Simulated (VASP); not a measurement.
# Sc4SiS2 in VASP: a series of runs, part 2 of 2

VASP 6.6.1. Earlier steps stand in the parts before.

## 3. Single point, PBE

INCAR reads:

```
SYSTEM = Sc4SiS2
  PREC = Accurate
  ENCUT = 520
  EDIFF = 1E-6
  ISMEAR = 0
  SIGMA = 0.1
  LREAL = .FALSE.
  LASPH = .TRUE.
  NELM = 80
  ALGO = Normal
  ISIF = 2
  LWAVE = .FALSE.
  LCHARG = .FALSE.
  GGA = PE
  NBANDS = 39
```

KPOINTS reads:

```
Automatic mesh
0
G
  6 6 8
  0 0 0
```

POSCAR reads:

```
Sc4SiS2
1.0
    3.6622524506     -5.2159705873      0.0000000000
    3.6622524506      5.2159705873      0.0000000000
    0.0000000000      0.0000000000      3.7205207134
Sc Si S
4 1 2
Direct
    0.7516240740      0.2483759260      0.0000000000
    0.2535132834      0.2535132834      0.5000000000
    0.7464867166      0.7464867166      0.5000000000
    0.2483759260      0.7516240740      0.0000000000
    0.0000000000      0.0000000000      0.0000000000
    0.5000000000      0.0000000000      0.5000000000
    0.0000000000      0.5000000000      0.5000000000
```

Potentials or basis: VASP PAW PBE potentials, release 64 (Sc_sv, Si, S).

The run is started by

```
$ cat potpaw_PBE.64/Sc_sv/POTCAR potpaw_PBE.64/Si/POTCAR potpaw_PBE.64/S/POTCAR > POTCAR
$ mpirun -np 1 vasp_std > vasp.out
```

OUTCAR:

```text
SYSTEM = Sc4SiS2
   PREC = Accurate
   ENCUT = 520
   EDIFF = 1E-6
   ISMEAR = 0
   LREAL = .FALSE.
   LASPH = .TRUE.
   NELM = 80
   ISIF = 2
   GGA = PE

 ion  position               nearest neighbor table
   1  0.752  0.248  0.000-   5 2.59   6 2.61   7 2.61   6 2.61   7 2.61
   2  0.254  0.254  0.500-   6 2.61   7 2.61   5 2.63   5 2.63
   3  0.746  0.746  0.500-   6 2.61   7 2.61   5 2.63   5 2.63
   4  0.248  0.752  0.000-   5 2.59   6 2.61   7 2.61   6 2.61   7 2.61
   5  0.000  0.000  0.000-   1 2.59   4 2.59   3 2.63   2 2.63   2 2.63   3 2.63
   6  0.500  0.000  0.500-   2 2.61   3 2.61   1 2.61   4 2.61   1 2.61   4 2.61
   7  0.000  0.500  0.500-   2 2.61   3 2.61   1 2.61   4 2.61   1 2.61   4 2.61

  LATTYP: Found a base centered orthorhombic cell.
 ALAT       =     7.3245049012
 B/A-ratio  =     1.4242520573
 C/A-ratio  =     0.5079552493

  Lattice vectors:

 A1 = (   3.6622524506,  -5.2159705873,   0.0000000000)
 A2 = (   3.6622524506,   5.2159705873,   0.0000000000)
 A3 = (   0.0000000000,   0.0000000000,   3.7205207134)

Analysis of symmetry for initial positions (statically):
=====================================================================
 Subroutine PRICEL returns:
 Original cell was already a primitive cell.

 Routine SETGRP: Setting up the symmetry group for a
 base centered orthorhombic supercell.

 Subroutine GETGRP returns: Found  8 space group operations
 (whereof  8 operations were pure point group operations)
 out of a pool of  8 trial point group operations.

The static configuration has the point symmetry D_2h.

Analysis of symmetry for dynamics (positions and initial velocities):
=====================================================================
 Subroutine PRICEL returns:
 Original cell was already a primitive cell.

 Routine SETGRP: Setting up the symmetry group for a
 base centered orthorhombic supercell.

 Subroutine GETGRP returns: Found  8 space group operations
 (whereof  8 operations were pure point group operations)
 out of a pool of  8 trial point group operations.

The dynamic configuration has the point symmetry D_2h.

 Subroutine INISYM returns: Found  8 space group operations
 (whereof  8 operations are pure point group operations),
 and found     1 'primitive' translations

----------------------------------------------------------------------------------------

                                     Primitive cell

  volume of cell :     142.1403

  direct lattice vectors                    reciprocal lattice vectors
     3.662252451 -5.215970587  0.000000000     0.136527999 -0.095859436  0.000000000
     3.662252451  5.215970587  0.000000000     0.136527999  0.095859436  0.000000000
     0.000000000  0.000000000  3.720520713     0.000000000  0.000000000  0.268779581

  length of vectors
     6.373259933  6.373259933  3.720520713     0.166820041  0.166820041  0.268779581

  position of ions in fractional coordinates (direct lattice)
     0.751624074  0.248375926  0.000000000
     0.253513283  0.253513283  0.500000000
     0.746486717  0.746486717  0.500000000
     0.248375926  0.751624074  0.000000000
     0.000000000  0.000000000  0.000000000
     0.500000000  1.000000000  0.500000000
     1.000000000  0.500000000  0.500000000

  ion indices of the primitive-cell ions
[... 40 lines left out ...]
  0.500000  0.000000  0.000000      2.000000
  0.166667  0.166667  0.000000      2.000000
  0.333333  0.166667  0.000000      4.000000
[... 16 lines left out ...]
  0.333333  0.333333  0.125000      4.000000
  0.500000  0.333333  0.125000      8.000000
 [... further k-points ...]
   k-points           NKPTS =     65   k-points in BZ     NKDIM =     65   number of bands    NBANDS=     39
   number of dos      NEDOS =    301   number of ions     NIONS =      7
   total plane-waves  NPLWV =  64512
   dimension x,y,z NGX =    48 NGY =   48 NGZ =   28
   dimension x,y,z NGXF=    96 NGYF=   96 NGZF=   56
   ions per type =               4   1   2
   NGX,Y,Z   is equivalent  to a cutoff of  12.52, 12.52, 12.51 a.u.
   NGXF,Y,Z  is equivalent  to a cutoff of  25.04, 25.04, 25.02 a.u.
 SYSTEM =  Sc4SiS2
   PREC   = accura    normal or accurate (medium, high low for compatibility)
   ISTART =      0    job   : 0-new  1-cont  2-samecut
   ICHARG =      2    charge: 1-file 2-atom 10-const
   ISPIN  =      1    spin polarized calculation?
   LNONCOLLINEAR =      F non collinear calculations
   LSORBIT =      F    spin-orbit coupling
   LASPH  =      T    aspherical Exc in radial PAW
   ENCUT  =  520.0 eV  38.22 Ry    6.18 a.u.  11.85 11.85  6.92*2*pi/ulx,y,z
   NELM   =     80;   NELMIN=  2; NELMDL= -5     # of ELM steps
   EDIFF  = 0.1E-05   stopping-criterion for ELM
   LREAL  =      F    real-space projection
   EDIFFG = 0.1E-04   stopping-criterion for IOM
   NSW    =      0    number of steps for IOM
   IBRION =     -1    ionic relax: 0-MD 1-quasi-New 2-CG
   NFREE  =      0    steps in history (QN), initial steepest desc. (CG)
   ISIF   =      2    stress and relaxation
   ISYM   =      2    0-nonsym 1-usesym 2-fastsym
   POTIM  = 0.5000    time-step for ionic-motion
   TEBEG  =    0.0;   TEEND  =   0.0 temperature during run
   PSTRESS=    0.0 pullay stress
   NELECT =      60.0000    total number of electrons
   NUPDOWN=      -1.0000    fix difference up-down
   EMIN   =  10.00;   EMAX   =-10.00  energy-range for DOS
   EFERMI =   0.00;   METHOD = LEGACY
   ISMEAR =     0;   SIGMA  =   0.10  broadening in eV -4-tet -1-fermi 0-gaus
   EFERMI_NEDOS =   21; number of points for ismear=-14 and -15
   IALGO  =     38    algorithm
   IMIX   =      4    mixing-type and parameters
     AMIX     =   0.40;   BMIX     =  1.00
     AMIX_MAG =   1.60;   BMIX_MAG =  1.00
  volume/ion in A,a.u.               =      20.31       137.03
  Fermi-wavevector in a.u.,A,eV,Ry     =   1.228060  2.320697 20.519368  1.508131
  Thomas-Fermi vector in A             =   2.363000
   LORBIT       =      0    0 simple, 1 ext, 2 COOP (PROOUT), +10 PAW based schemes
   GGA     = PE    functional components
   LHFCALC =     F    Hartree Fock is set to
   AEXX    =    0.0000 exact exchange contribution
   IVDW    =     0    specifies the selected vdW correction
   LEPSILON=     F    determine dielectric tensor
   LRPA    =     F    only Hartree local field effects (RPA)
 non-spin polarized calculation
 Gauss-broadening in eV      SIGMA  =   0.10
  energy-cutoff  :      520.00
  volume of cell :      142.14
 maximum number of plane-waves:      3852
   NGX = 23   NGY = 23   NGZ = 13

 number of electron      60.0000008 magnetization

 Free energy of the ion-electron system (eV)
  ---------------------------------------------------
  ext. energy  EPLUGINS =         0.00000000
  ---------------------------------------------------
  free energy    TOTEN  =       -47.43720299 eV

  energy without entropy =      -47.41645718  energy(sigma->0) =      -47.42683008

 E-fermi :   5.4827     XC(G=0): -10.1789

 val. band max:        5.4726500132   @ k =   0.3333   0.3333   0.1250
 cond. band min:       5.4925814278   @ k =   0.1667  -0.0000   0.3750
 fundamental gap:      0.0199314146
 Fermi energy:         5.4826590564

 k-point     1 :       0.0000    0.0000    0.0000
  band No.  band energies     occupation
      1     -44.3971      2.00000
      2     -44.3912      2.00000
      3     -44.1353      2.00000
      4     -44.1308      2.00000
      5     -23.2024      2.00000
      6     -23.0912      2.00000
[... 997 lines left out ...]
     38       7.6184      0.00000
     39       7.6703      0.00000

 [... further k-points ...]

------------------------ aborting loop because EDIFF is reached ----------------------------------------

  FORCE on cell =-STRESS in cart. coord.  units (eV):
  Direction    XX          YY          ZZ          XY          YZ          ZX
  --------------------------------------------------------------------------------------
  -------------------------------------------------------------------------------------
  Total        0.1470251      0.1568730      0.1386530     -0.0000000      0.0000000      0.0000000
  in kB        1.6572385      1.7682413      1.5628700     -0.0000000      0.0000000      0.0000000
  external PRESSURE =       1.6627833 kB  Pullay stress =       0.0000000 kB

 VOLUME and BASIS-vectors are now :
 -----------------------------------------------------------------------------
  energy-cutoff  :      520.00
  volume of cell :      142.14
      direct lattice vectors                 reciprocal lattice vectors
     3.662252451 -5.215970587  0.000000000     0.136527999 -0.095859436  0.000000000
     3.662252451  5.215970587  0.000000000     0.136527999  0.095859436  0.000000000
     0.000000000  0.000000000  3.720520713     0.000000000  0.000000000  0.268779581

 POSITION                                       TOTAL-FORCE (eV/Angst)
 -----------------------------------------------------------------------------------
      3.66225     -2.62493      0.00000        -0.000000      0.011331      0.000000
      1.85686      0.00000      1.86026         0.013763      0.000000     -0.000000
      5.46765      0.00000      1.86026        -0.013763      0.000000     -0.000000
      3.66225      2.62493      0.00000        -0.000000     -0.011331     -0.000000
      0.00000      0.00000      0.00000        -0.000000      0.000000     -0.000000
      1.83113     -2.60799      1.86026        -0.000000      0.000000     -0.000000
      1.83113      2.60799      1.86026        -0.000000      0.000000     -0.000000
 -----------------------------------------------------------------------------------
    total drift:                                0.000000      0.000000      0.000000

  FREE ENERGIE OF THE ION-ELECTRON SYSTEM (eV)
  ---------------------------------------------------
  free  energy   TOTEN  =       -47.4372029910 eV

  energy  without entropy=      -47.4164571772  energy(sigma->0) =      -47.42683008
```

Run time: 2.2 min. Hardware: 1 thread of Intel Xeon 6975P-C (Granite Rapids), shared host; peak memory 0.44 GiB.

What came out:

| Quantity | Value |
| --- | --- |
| Free energy | -47.4372 eV |
| Pressure | 0.2 GPa |
| Largest force | 0.014 eV/Å |
| Band gap on the k mesh | zero (bands 30 and 31 overlap by 0.83 eV) |

Forces in eV/Å, atoms in the order of the input:
```
Sc   0.000  0.011  0.000
Sc   0.014  0.000  0.000
Sc  -0.014  0.000  0.000
Sc   0.000 -0.011  0.000
Si   0.000  0.000  0.000
S    0.000  0.000  0.000
S    0.000  0.000  0.000
```

Levels at points of the mesh, in eV from the Fermi level:
```
           k point  band 28  band 29  band 30  band 31  band 32  band 33
(0.00, 0.00, 0.00)    -1.25    -1.18    -0.54     0.60     0.69     0.78
(0.50, 0.00, 0.00)    -0.54    -0.50    -0.29     0.52     0.60     0.88
(0.50, 0.50, 0.00)    -1.08    -0.78    -0.52     0.06     0.14     1.06
(0.00, 0.00, 0.50)    -1.85    -0.38    -0.36     0.60     0.81     1.64
(0.50, 0.00, 0.50)    -1.26    -0.48    -0.44    -0.06     0.93     1.13
(0.50, 0.50, 0.50)    -1.12    -1.09    -1.08    -0.71     1.75     1.75
```
